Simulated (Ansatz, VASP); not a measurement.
# RbAu2: VASP beside Ansatz

```
Rb Au
1.0
    -2.36208    4.09124    0.00000
     0.00000    0.00000    4.98619
     7.08623    4.09124    0.00000
Rb Au
2 4
Direct
  0.50000 0.50000 0.50000
  0.00000 0.50000 0.00000
  0.50000 0.00000 0.16667
  0.00000 0.00000 0.66667
  0.00000 0.00000 0.33333
  0.50000 0.00000 0.83333
```

Alike in both runs: task single point; functional PBE; k mesh 6 × 4 × 4; occupations gaussian, width 0.2 eV; no spin polarisation.

|  | VASP | Ansatz |
| --- | --- | --- |
| version | VASP 6.6.1 | Ansatz 0.2.0 |
| potentials or method | VASP PAW PBE potentials, release 64 (Rb_sv, Au), cutoff 520 eV | scalar-relativistic, plane waves, PAW |
| valence electrons in the cell | 62 | 94 |

```tsv
	VASP	Ansatz	Ansatz less VASP
gap on the k mesh at the Fermi level (eV)	none	none	-
pressure (GPa)	0.0	0.0	+0.04
traceless stress, the component that is largest in VASP (GPa)	-0.06	-0.07	-0.011
rms of the force components (eV/Å)	0.006	0.006	0.0000
```

Atom by atom the forces differ by 0.000 eV/Å (rms over components). A gap of «none» marks a metal or a gap that the smearing closes. With one functional, cell and mesh, what is left measures potentials, basis and numerics. VASP's potentials hold 62 valence electrons a cell and Ansatz's 94, so a difference there can come from the potentials and not from the codes.

Spin-orbit coupling is off throughout.
